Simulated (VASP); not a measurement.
# InSb3 (Fm-3m) in VASP: notebook

InSb3 is run at these levels: LDA, PBE; tasks: single point.

Program: VASP 6.6.1. These are calculated values, not measurements. Logs are shortened: lines on timing, memory, paths and dates and some standing lists are left out, and cuts for length are marked.

## 1. The cell of the first run

Symmetry: Fm-3m, No. 225, cubic system. Conventional cell: a = 7.487 Å, b = 7.487 Å, c = 7.487 Å, α = 90.00°, β = 90.00°, γ = 90.00°. Within 4.3 Å of Sb (site symmetry m-3m) lie 8 Sb at 3.24 Å and 6 In at 3.74 Å. Sb (site symmetry -43m) has 10 Sb at 3.24 to 3.74 Å and 4 In at 3.24 Å within 4.3 Å. Within 4.3 Å of In (site symmetry m-3m) lie 14 Sb at 3.24 to 3.74 Å.

## 2. Single point, LDA

The input, INCAR:

```
PREC     = Accurate       # precision mode
ENCUT    = 520            # plane-wave cutoff, eV
EDIFF    = 1E-7           # SCF threshold, eV
ISMEAR   = -1             # smearing method
SIGMA    = 0.05           # smearing width, eV
LREAL    = False          # projectors in reciprocal space
LASPH    = True           # aspherical terms in the spheres
NELM     = 80             # most SCF steps
ALGO     = Normal         # electronic algorithm
ISIF     = 2              # what is computed and relaxed
LWAVE    = False          # write WAVECAR
LCHARG   = False          # write CHGCAR
GGA      = CA             # functional
NBANDS   = 22             # bands
```

The input, KPOINTS:

```
Automatic mesh
0
Gamma
  6 6 6
```

The input, POSCAR:

```
InSb3
1.0
    0.0000000000      3.7432709431      3.7432709431
    3.7432709431      0.0000000000      3.7432709431
    3.7432709431      3.7432709431      0.0000000000
Sb In
3 1
Direct
    0.5000000000      0.5000000000      0.5000000000
    0.7500000000      0.7500000000      0.7500000000
    0.2500000000      0.2500000000      0.2500000000
    0.0000000000      0.0000000000      0.0000000000
```

Potentials or basis: VASP PAW LDA potentials, release 64 (Sb, In_d).

Command:

```bash
cat potpaw_LDA.64/Sb/POTCAR potpaw_LDA.64/In_d/POTCAR > POTCAR
mpirun -np 1 vasp_std > vasp.out
```

OUTCAR:

```text
PREC = Accurate
   ENCUT = 520
   EDIFF = 1E-7
   ISMEAR = -1
   LREAL = False
   LASPH = True
   NELM = 80
   ISIF = 2
   GGA = CA

 ion  position               nearest neighbor table
   1  0.500  0.500  0.500-   3 3.24   3 3.24   3 3.24   2 3.24   3 3.24   2 3.24   2 3.24   2 3.24
                             4 3.74   4 3.74   4 3.74   4 3.74   4 3.74   4 3.74
   2  0.750  0.750  0.750-   1 3.24   1 3.24   1 3.24   1 3.24   4 3.24   4 3.24   4 3.24   4 3.24
                             3 3.74   3 3.74   3 3.74   3 3.74   3 3.74   3 3.74
   3  0.250  0.250  0.250-   4 3.24   4 3.24   4 3.24   1 3.24   4 3.24   1 3.24   1 3.24   1 3.24
                             2 3.74   2 3.74   2 3.74   2 3.74   2 3.74   2 3.74
   4  0.000  0.000  0.000-   2 3.24   2 3.24   2 3.24   2 3.24   3 3.24   3 3.24   3 3.24   3 3.24
                             1 3.74   1 3.74   1 3.74   1 3.74   1 3.74   1 3.74

  LATTYP: Found a face centered cubic cell.
 ALAT       =     7.4865418862

  Lattice vectors:

 A1 = (   0.0000000000,   3.7432709431,   3.7432709431)
 A2 = (   3.7432709431,   0.0000000000,   3.7432709431)
 A3 = (   3.7432709431,   3.7432709431,   0.0000000000)

Analysis of symmetry for initial positions (statically):
=====================================================================
 Subroutine PRICEL returns:
 Original cell was already a primitive cell.

 Routine SETGRP: Setting up the symmetry group for a
 face centered cubic supercell.

 Subroutine GETGRP returns: Found 48 space group operations
 (whereof 48 operations were pure point group operations)
 out of a pool of 48 trial point group operations.

The static configuration has the point symmetry O_h .

Analysis of symmetry for dynamics (positions and initial velocities):
=====================================================================
 Subroutine PRICEL returns:
 Original cell was already a primitive cell.

 Routine SETGRP: Setting up the symmetry group for a
 face centered cubic supercell.

 Subroutine GETGRP returns: Found 48 space group operations
 (whereof 48 operations were pure point group operations)
 out of a pool of 48 trial point group operations.

The dynamic configuration has the point symmetry O_h .

 Subroutine INISYM returns: Found 48 space group operations
 (whereof 48 operations are pure point group operations),
 and found     1 'primitive' translations

----------------------------------------------------------------------------------------

                                     Primitive cell

  volume of cell :     104.9020

  direct lattice vectors                    reciprocal lattice vectors
     0.000000000  3.743270943  3.743270943    -0.133573019  0.133573019  0.133573019
     3.743270943  0.000000000  3.743270943     0.133573019 -0.133573019  0.133573019
     3.743270943  3.743270943  0.000000000     0.133573019  0.133573019 -0.133573019

  length of vectors
     5.293784535  5.293784535  5.293784535     0.231355255  0.231355255  0.231355255

  position of ions in fractional coordinates (direct lattice)
     0.500000000  0.500000000  0.500000000
     0.750000000  0.750000000  0.750000000
     0.250000000  0.250000000  0.250000000
     0.000000000  0.000000000  0.000000000

  ion indices of the primitive-cell ions
   primitive index   ion index
                 1           1
                 2           2
                 3           3
                 4           4

----------------------------------------------------------------------------------------

 KPOINTS: Automatic mesh

Automatic generation of k-mesh.
 Grid dimensions read from file:
 generate k-points for:    6    6    6

 Generating k-lattice:

  Cartesian coordinates                     Fractional coordinates (reciprocal lattice)
    -0.022262170  0.022262170  0.022262170     0.166666667  0.000000000  0.000000000
     0.022262170 -0.022262170  0.022262170     0.000000000  0.166666667  0.000000000
     0.022262170  0.022262170 -0.022262170     0.000000000  0.000000000  0.166666667

  Length of vectors
     0.038559209  0.038559209  0.038559209

  Shift w.r.t. Gamma in fractional coordinates (k-lattice)
     0.000000000  0.000000000  0.000000000

 Subroutine IBZKPT returns following result:
 ===========================================

 Found     16 irreducible k-points:

 Following reciprocal coordinates:
            Coordinates               Weight
  0.000000  0.000000  0.000000      1.000000
  0.166667  0.000000  0.000000      8.000000
  0.333333  0.000000  0.000000      8.000000
  0.500000  0.000000  0.000000      4.000000
  0.166667  0.166667  0.000000      6.000000
  0.333333  0.166667  0.000000     24.000000
[... 8 lines left out ...]
 -0.333333  0.333333  0.166667     24.000000
 -0.333333  0.500000  0.166667     12.000000
   k-points           NKPTS =     16   k-points in BZ     NKDIM =     16   number of bands    NBANDS=     22
   number of dos      NEDOS =    301   number of ions     NIONS =      4
   total plane-waves  NPLWV =  64000
   dimension x,y,z NGX =    40 NGY =   40 NGZ =   40
   dimension x,y,z NGXF=    80 NGYF=   80 NGZF=   80
   ions per type =               3   1
   NGX,Y,Z   is equivalent  to a cutoff of  12.56, 12.56, 12.56 a.u.
   NGXF,Y,Z  is equivalent  to a cutoff of  25.12, 25.12, 25.12 a.u.
 SYSTEM =  unknown system
   PREC   = accura    normal or accurate (medium, high low for compatibility)
   ISTART =      0    job   : 0-new  1-cont  2-samecut
   ICHARG =      2    charge: 1-file 2-atom 10-const
   ISPIN  =      1    spin polarized calculation?
   LNONCOLLINEAR =      F non collinear calculations
   LSORBIT =      F    spin-orbit coupling
   LASPH  =      T    aspherical Exc in radial PAW
   ENCUT  =  520.0 eV  38.22 Ry    6.18 a.u.   9.84  9.84  9.84*2*pi/ulx,y,z
   NELM   =     80;   NELMIN=  2; NELMDL= -5     # of ELM steps
   EDIFF  = 0.1E-06   stopping-criterion for ELM
   LREAL  =      F    real-space projection
   EDIFFG = 0.1E-05   stopping-criterion for IOM
   NSW    =      0    number of steps for IOM
   IBRION =     -1    ionic relax: 0-MD 1-quasi-New 2-CG
   NFREE  =      0    steps in history (QN), initial steepest desc. (CG)
   ISIF   =      2    stress and relaxation
   ISYM   =      2    0-nonsym 1-usesym 2-fastsym
   POTIM  = 0.5000    time-step for ionic-motion
   TEBEG  =    0.0;   TEEND  =   0.0 temperature during run
   PSTRESS=    0.0 pullay stress
   NELECT =      28.0000    total number of electrons
   NUPDOWN=      -1.0000    fix difference up-down
   EMIN   =  10.00;   EMAX   =-10.00  energy-range for DOS
   EFERMI =   0.00;   METHOD = LEGACY
   ISMEAR =    -1;   SIGMA  =   0.05  broadening in eV -4-tet -1-fermi 0-gaus
   EFERMI_NEDOS =   21; number of points for ismear=-14 and -15
   IALGO  =     38    algorithm
   IMIX   =      4    mixing-type and parameters
     AMIX     =   0.40;   BMIX     =  1.00
     AMIX_MAG =   1.60;   BMIX_MAG =  1.00
  volume/ion in A,a.u.               =      26.23       176.98
  Fermi-wavevector in a.u.,A,eV,Ry     =   1.054062  1.991889 15.116714  1.111047
  Thomas-Fermi vector in A             =   2.189208
   LORBIT       =      0    0 simple, 1 ext, 2 COOP (PROOUT), +10 PAW based schemes
   GGA     = CA    functional components
   LHFCALC =     F    Hartree Fock is set to
   AEXX    =    0.0000 exact exchange contribution
   IVDW    =     0    specifies the selected vdW correction
   LEPSILON=     F    determine dielectric tensor
   LRPA    =     F    only Hartree local field effects (RPA)
 non-spin polarized calculation
  energy-cutoff  :      520.00
  volume of cell :      104.90
 maximum number of plane-waves:      2838
   NGX = 19   NGY = 19   NGZ = 19

 number of electron      28.0000000 magnetization

 Free energy of the ion-electron system (eV)
  ---------------------------------------------------
  ext. energy  EPLUGINS =         0.00000000
  ---------------------------------------------------
  free energy    TOTEN  =       -17.03083408 eV

  energy without entropy =      -17.00107445  energy(sigma->0) =      -17.01595427

 E-fermi :   8.4506     XC(G=0): -10.4939

 val. band max:        8.3212573264   @ k =   0.5000   0.3333   0.0000
 cond. band min:       8.4769599718   @ k =   0.3333   0.1667   0.0000
 fundamental gap:      0.1557026454
 Fermi energy:         8.4506393275

 k-point     1 :       0.0000    0.0000    0.0000
  band No.  band energies     occupation
      1      -6.2196      2.00000
      2      -6.2196      2.00000
      3      -6.2196      2.00000
      4      -6.1830      2.00000
      5      -6.1830      2.00000
      6      -4.2100      2.00000
[... 14 lines left out ...]
     21      15.2528      0.00000
     22      15.2528      0.00000

 k-point     2 :       0.1667    0.0000    0.0000
  band No.  band energies     occupation
      1      -6.2240      2.00000
      2      -6.2178      2.00000
      3      -6.2178      2.00000
      4      -6.1836      2.00000
      5      -6.1836      2.00000
      6      -3.9966      2.00000
[... 14 lines left out ...]
     21      13.6018      0.00000
     22      14.7086      0.00000

 k-point     3 :       0.3333    0.0000    0.0000
  band No.  band energies     occupation
      1      -6.2339      2.00000
      2      -6.2145      2.00000
      3      -6.2145      2.00000
      4      -6.1843      2.00000
      5      -6.1843      2.00000
      6      -3.3736      2.00000
[... 14 lines left out ...]
     21      12.9514      0.00000
     22      14.5736      0.00000

 k-point     4 :       0.5000    0.0000    0.0000
  band No.  band energies     occupation
      1      -6.2393      2.00000
      2      -6.2132      2.00000
      3      -6.2132      2.00000
      4      -6.1843      2.00000
      5      -6.1843      2.00000
      6      -2.6770      2.00000
[... 14 lines left out ...]
     21      14.1719      0.00000
     22      16.7307      0.00000

 k-point     5 :       0.1667    0.1667    0.0000
  band No.  band energies     occupation
      1      -6.2270      2.00000
      2      -6.2161      2.00000
      3      -6.2161      2.00000
      4      -6.1860      2.00000
      5      -6.1823      2.00000
      6      -3.9252      2.00000
[... 14 lines left out ...]
     21      14.0626      0.00000
     22      14.1735      0.00000

 k-point     6 :       0.3333    0.1667    0.0000
  band No.  band energies     occupation
      1      -6.2333      2.00000
      2      -6.2149      2.00000
      3      -6.2127      2.00000
      4      -6.1887      2.00000
      5      -6.1823      2.00000
      6      -3.4348      2.00000
[... 14 lines left out ...]
     21      13.1913      0.00000
     22      14.0227      0.00000

 k-point     7 :       0.5000    0.1667    0.0000
  band No.  band energies     occupation
      1      -6.2359      2.00000
      2      -6.2169      2.00000
      3      -6.2109      2.00000
      4      -6.1886      2.00000
      5      -6.1835      2.00000
      6      -2.6314      2.00000
[... 124 lines left out ...]
      6      -2.1238      2.00000
[... 14 lines left out ...]
     21      13.5563      0.00000
     22      15.9579      0.00000

 k-point    13 :       0.5000    0.5000    0.0000
  band No.  band energies     occupation
      1      -6.2494      2.00000
      2      -6.2048      2.00000
      3      -6.2048      2.00000
      4      -6.1997      2.00000
      5      -6.1800      2.00000
      6      -1.9168      2.00000
[... 14 lines left out ...]
     21      13.4448      0.00000
     22      13.7236      0.00000

 k-point    14 :       0.5000    0.3333    0.1667
  band No.  band energies     occupation
      1      -6.2350      2.00000
      2      -6.2176      2.00000
      3      -6.2090      2.00000
      4      -6.1916      2.00000
      5      -6.1828      2.00000
      6      -2.8242      2.00000
[... 14 lines left out ...]
     21      13.2757      0.00000
     22      14.4399      0.00000

 k-point    15 :      -0.3333    0.3333    0.1667
  band No.  band energies     occupation
      1      -6.2307      2.00000
      2      -6.2245      2.00000
      3      -6.2072      2.00000
      4      -6.1923      2.00000
      5      -6.1838      2.00000
      6      -2.1073      2.00000
[... 14 lines left out ...]
     21      13.4226      0.00000
     22      16.0205      0.00000

 k-point    16 :      -0.3333    0.5000    0.1667
  band No.  band energies     occupation
      1      -6.2392      2.00000
      2      -6.2170      2.00000
      3      -6.2049      2.00000
      4      -6.1962      2.00000
      5      -6.1823      2.00000
      6      -1.6420      2.00000
[... 14 lines left out ...]
     21      12.7879      0.00000
     22      15.1752      0.00000

------------------------ aborting loop because EDIFF is reached ----------------------------------------

  FORCE on cell =-STRESS in cart. coord.  units (eV):
  Direction    XX          YY          ZZ          XY          YZ          ZX
  --------------------------------------------------------------------------------------
  -------------------------------------------------------------------------------------
  Total       -1.4868718     -1.4868718     -1.4868718      0.0000000      0.0000000      0.0000000
  in kB      -22.7091204    -22.7091204    -22.7091204      0.0000000      0.0000000      0.0000000
  external PRESSURE =     -22.7091204 kB  Pullay stress =       0.0000000 kB

 VOLUME and BASIS-vectors are now :
 -----------------------------------------------------------------------------
  energy-cutoff  :      520.00
  volume of cell :      104.90
      direct lattice vectors                 reciprocal lattice vectors
     0.000000000  3.743270943  3.743270943    -0.133573019  0.133573019  0.133573019
     3.743270943  0.000000000  3.743270943     0.133573019 -0.133573019  0.133573019
     3.743270943  3.743270943  0.000000000     0.133573019  0.133573019 -0.133573019

 POSITION                                       TOTAL-FORCE (eV/Angst)
 -----------------------------------------------------------------------------------
      3.74327      3.74327      3.74327        -0.000000     -0.000000     -0.000000
      5.61491      5.61491      5.61491        -0.000000     -0.000000     -0.000000
      1.87164      1.87164      1.87164         0.000000      0.000000      0.000000
      0.00000      0.00000      0.00000        -0.000000     -0.000000     -0.000000
 -----------------------------------------------------------------------------------
    total drift:                               -0.000000      0.000000      0.000000

  FREE ENERGIE OF THE ION-ELECTRON SYSTEM (eV)
  ---------------------------------------------------
  free  energy   TOTEN  =       -17.0308340812 eV

  energy  without entropy=      -17.0010744549  energy(sigma->0) =      -17.01595427
```

It took 67 s on 1 thread of Intel Xeon 8259CL, shared host; peak memory 0.21 GiB.

Results:

```yaml
Free_energy: -17.0308 eV
Pressure: -2.3 GPa
Band_gap_on_the_k_mesh: zero (bands 14 and 15 overlap by 3.46 eV)
```

Levels at points of the mesh, in eV from the Fermi level:
```tsv
k point	band 11	band 12	band 13	band 14	band 15	band 16	band 17	band 18
(0.00, 0.00, 0.00)	-2.67	-2.59	-2.59	-2.59	-2.46	-0.89	-0.89	-0.89
(0.50, 0.00, 0.00)	-3.66	-2.84	-2.84	-0.32	-0.19	1.87	1.87	2.94
(0.50, 0.50, 0.00)	-5.38	0.31	0.84	0.84	1.23	1.68	1.72	1.72
```

Caveat: spin-orbit coupling is left out, which moves the levels of the heavy elements.

## 3. Single point, PBE

The input, INCAR:

```
SYSTEM = InSb3
  PREC = Accurate
  ENCUT = 520
  EDIFF = 1E-6
  ISMEAR = -1
  SIGMA = 0.05
  LREAL = .FALSE.
  LASPH = .TRUE.
  NELM = 80
  ALGO = Normal
  ISIF = 2
  LWAVE = .FALSE.
  LCHARG = .FALSE.
  GGA = PE
  NBANDS = 22
```

The input, KPOINTS:

```
regular mesh
0
G
  6 6 6
  0 0 0
```

POSCAR is that of step 2.

Potentials or basis: VASP PAW PBE potentials, release 64 (Sb, In_d).

Command:

```bash
cat potpaw_PBE.64/Sb/POTCAR potpaw_PBE.64/In_d/POTCAR > POTCAR
mpirun -np 1 vasp_std > vasp.out
```

OUTCAR:

```text
SYSTEM = InSb3
   PREC = Accurate
   ENCUT = 520
   EDIFF = 1E-6
   ISMEAR = -1
   LREAL = .FALSE.
   LASPH = .TRUE.
   NELM = 80
   ISIF = 2
   GGA = PE

 ion  position               nearest neighbor table
   1  0.500  0.500  0.500-   3 3.24   3 3.24   3 3.24   2 3.24   3 3.24   2 3.24   2 3.24   2 3.24
                             4 3.74   4 3.74   4 3.74   4 3.74   4 3.74   4 3.74
   2  0.750  0.750  0.750-   1 3.24   1 3.24   1 3.24   1 3.24   4 3.24   4 3.24   4 3.24   4 3.24
                             3 3.74   3 3.74   3 3.74   3 3.74   3 3.74   3 3.74
   3  0.250  0.250  0.250-   4 3.24   4 3.24   4 3.24   1 3.24   4 3.24   1 3.24   1 3.24   1 3.24
                             2 3.74   2 3.74   2 3.74   2 3.74   2 3.74   2 3.74
   4  0.000  0.000  0.000-   2 3.24   2 3.24   2 3.24   2 3.24   3 3.24   3 3.24   3 3.24   3 3.24
                             1 3.74   1 3.74   1 3.74   1 3.74   1 3.74   1 3.74

  LATTYP: Found a face centered cubic cell.
 ALAT       =     7.4865418862

  Lattice vectors:

 A1 = (   0.0000000000,   3.7432709431,   3.7432709431)
 A2 = (   3.7432709431,   0.0000000000,   3.7432709431)
 A3 = (   3.7432709431,   3.7432709431,   0.0000000000)

Analysis of symmetry for initial positions (statically):
[... 169 lines left out ...]
 val. band max:        8.4818682139   @ k =   0.5000   0.3333   0.0000
 cond. band min:       8.6504614190   @ k =   0.3333   0.1667   0.0000
 fundamental gap:      0.1685932051
 Fermi energy:         8.6254286956

 k-point     1 :       0.0000    0.0000    0.0000
  band No.  band energies     occupation
      1      -6.1435      2.00000
      2      -6.1435      2.00000
      3      -6.1435      2.00000
      4      -6.1084      2.00000
      5      -6.1084      2.00000
      6      -4.0334      2.00000
[... 389 lines left out ...]
     21      12.9870      0.00000
     22      15.3415      0.00000

------------------------ aborting loop because EDIFF is reached ----------------------------------------

  FORCE on cell =-STRESS in cart. coord.  units (eV):
  Direction    XX          YY          ZZ          XY          YZ          ZX
  --------------------------------------------------------------------------------------
  -------------------------------------------------------------------------------------
  Total        1.2952469      1.2952469      1.2952469      0.0000000     -0.0000000     -0.0000000
  in kB       19.7824168     19.7824168     19.7824168      0.0000000     -0.0000000     -0.0000000
  external PRESSURE =      19.7824168 kB  Pullay stress =       0.0000000 kB

 VOLUME and BASIS-vectors are now :
 -----------------------------------------------------------------------------
  energy-cutoff  :      520.00
  volume of cell :      104.90
      direct lattice vectors                 reciprocal lattice vectors
     0.000000000  3.743270943  3.743270943    -0.133573019  0.133573019  0.133573019
     3.743270943  0.000000000  3.743270943     0.133573019 -0.133573019  0.133573019
     3.743270943  3.743270943  0.000000000     0.133573019  0.133573019 -0.133573019

 POSITION                                       TOTAL-FORCE (eV/Angst)
 -----------------------------------------------------------------------------------
      3.74327      3.74327      3.74327         0.000000     -0.000000      0.000000
      5.61491      5.61491      5.61491        -0.000000      0.000000     -0.000000
      1.87164      1.87164      1.87164        -0.000000     -0.000000      0.000000
      0.00000      0.00000      0.00000         0.000000     -0.000000      0.000000
 -----------------------------------------------------------------------------------
    total drift:                               -0.000000      0.000000      0.000000

  FREE ENERGIE OF THE ION-ELECTRON SYSTEM (eV)
  ---------------------------------------------------
  free  energy   TOTEN  =       -14.2241062626 eV

  energy  without entropy=      -14.1957800672  energy(sigma->0) =      -14.20994316
```

It took 67 s on 1 thread of Intel Xeon 8259CL, shared host; peak memory 0.25 GiB.

Results:

```
Free energy            : -14.2241 eV
Pressure               : 2.0 GPa
Band gap on the k mesh : zero (bands 14 and 15 overlap by 3.33 eV)
```

Caveat: spin-orbit coupling is left out, which moves the levels of the heavy elements.

(Continued in part 2 of 2.)

The gap in the log of VASP goes by the Fermi energy; the results here count the filled bands.